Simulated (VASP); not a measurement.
Wanted: the native input for a VASP 6.6.1 run.

| Quantity | Value |
| --- | --- |
| Task | electric field gradients |
| Functional | PBEsol |
| Potentials or basis | VASP PAW PBE potentials, release 64 (Ta_sv_GW, N) |
| Cutoff | 520 eV |
| k mesh | 18 × 18 × 14 |
| Occupations | fermi-dirac, width 0.15 eV |
| Spin | no spin polarisation |
| Dipole correction | no |
| Further INCAR settings | ALGO = Normal; EDIFF = 1e-08; NBANDS = 16 |

The structure of TaN lies in POSCAR:

```
TaN
1.0
    2.9242701624      0.0000000000      0.0000000000
   -1.4621350812      2.5324922482      0.0000000000
    0.0000000000      0.0000000000      2.8701686366
Ta N
1 1
Direct
    0.3333333333      0.6666666667      0.5000000000
    0.0000000000      0.0000000000      0.0000000000
```

One way to write it, as run:

INCAR

```
PREC     = Accurate       # precision mode
ENCUT    = 520            # plane-wave cutoff, eV
EDIFF    = 1E-8           # SCF threshold, eV
ISMEAR   = -1             # smearing method
SIGMA    = 0.15           # smearing width, eV
LREAL    = F              # projectors in reciprocal space
LASPH    = T              # aspherical terms in the spheres
NELM     = 120            # most SCF steps
ALGO     = Normal         # electronic algorithm
ISIF     = 2              # what is computed and relaxed
LWAVE    = F              # write WAVECAR
LCHARG   = F              # write CHGCAR
GGA      = PS             # functional
LEFG     = T            
NBANDS   = 16             # bands
GGA_COMPAT= F
```

KPOINTS

```
Automatic mesh
0
Gamma
  18 18 14
```

Potentials or basis: VASP PAW PBE potentials, release 64 (Ta_sv_GW, N).

Run with:

```sh
$ cat potpaw_PBE.64/Ta_sv_GW/POTCAR potpaw_PBE.64/N/POTCAR > POTCAR
$ mpirun -np 1 vasp_std > vasp.out
```

It gave:

```json
{"Pressure": "-0.2 GPa", "Band gap on the k mesh": "zero (bands 9 and 10 overlap by 0.34 eV)", "Largest electric field gradient by atom": "Ta +30.8; N +0.2 V/Å²"}
```

Caveat: without QUAD_EFG the Cq values of the log hold for a quadrupole moment of 1 mb, not for the nuclei; the PAW data sets were made with another functional, which shifts forces and pressure a little; spin-orbit coupling is left out, which moves the levels of the heavy elements.

Wall time 92 s on 1 thread of Intel(R) Xeon(R) Platinum 8259CL CPU @ 2.50GHz (Skylake/Cascade Lake) (shared host), peak memory 0.24 GiB.
